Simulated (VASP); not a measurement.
Runs of VASP 6.6.1 on SiC (Moissanite). The structure is that of space group P6_3mc (No. 186), or close to it. The cells are those of the table. 

| cell | gap on the mesh (eV) | pressure (GPa) | largest force (eV/Å) |
| --- | --- | --- | --- |
| a = 3.013, b = 3.013, c = 4.945 Å, angles 90.0, 90.0, 120.0°, 4 atoms | 2.04 | 16.2 | 0.85 |
| a = 3.096, b = 3.096, c = 5.081 Å, angles 90.0, 90.0, 120.0°, 4 atoms | 2.20 | -3.7 | 0.72 |
| a = 3.055, b = 3.055, c = 5.014 Å, angles 90.0, 90.0, 120.0°, 4 atoms | 2.12 | 5.3 | 0.78 |
| a = 3.034, b = 3.034, c = 4.980 Å, angles 90.0, 90.0, 120.0°, 4 atoms | 2.08 | 10.5 | 0.82 |
| a = 3.076, b = 3.076, c = 5.048 Å, angles 90.0, 90.0, 120.0°, 4 atoms | 2.16 | (a) | 0.75 |
| a = 3.116, b = 3.116, c = 5.114 Å, angles 90.0, 90.0, 120.0°, 4 atoms | 2.23 | -7.5 | 0.69 |
| a = 3.136, b = 3.136, c = 5.147 Å, angles 90.0, 90.0, 120.0°, 4 atoms | (b) | -11.0 | (c) |

Alike in all rows: task single point; level PBEsol; potentials or basis VASP PAW PBE potentials, release 64 (Si, C); no spin polarisation; k mesh 12 × 12 × 4; cutoff (eV) 520; smearing gaussian 0.01 eV.

**Question.** Fill in the values left out.

**Answer.** (a) 0.6; (b) 2.26; (c) 0.66.

Caveats: the PAW data sets were made with another functional, which shifts forces and pressure a little.

A k mesh can miss the band edges.
